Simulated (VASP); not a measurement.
Here is a VASP 6.6.1 calculation.

INCAR

```
SYSTEM = C
PREC = Accurate
ENCUT = 910
EDIFF = 1E-6
ISMEAR = 0
SIGMA = 0.05
LREAL = .False.
LASPH = .True.
NELM = 120
ALGO = Normal
ISIF = 2
LWAVE = .False.
LCHARG = .False.
GGA = CA
NBANDS = 11
GGA_COMPAT = .False.
```

The input KPOINTS:

```
Automatic mesh
0
Gamma
  12 12 12
  0 0 0
```

POSCAR

```
C
1.0
    0.0000000000      1.7798763723      1.6960441952
    1.7798763723      0.0000000000      1.6960441952
    1.7798763723      1.7798763723      0.0000000000
C
2
Direct
    0.5000000000      0.5000000000      0.5000000000
    0.7500000000      0.7500000000      0.7500000000
```

Potentials or basis: VASP PAW LDA potentials, release 64 (C_h).

Run with:

```console
$ cat potpaw_LDA.64/C_h/POTCAR > POTCAR
$ mpirun -np 1 vasp_std > vasp.out
```

(1) Predict the pressure.

(2) Predict the band gap on the k mesh.

Results:

(1) 12.7 GPa.

(2) 3.03 eV, indirect (least direct gap 4.84 eV).

Caveat: the cutoff is under 1.25 times the usual one of these potentials, so pressure, stress and relaxed cells hold a basis-set (Pulay) error.
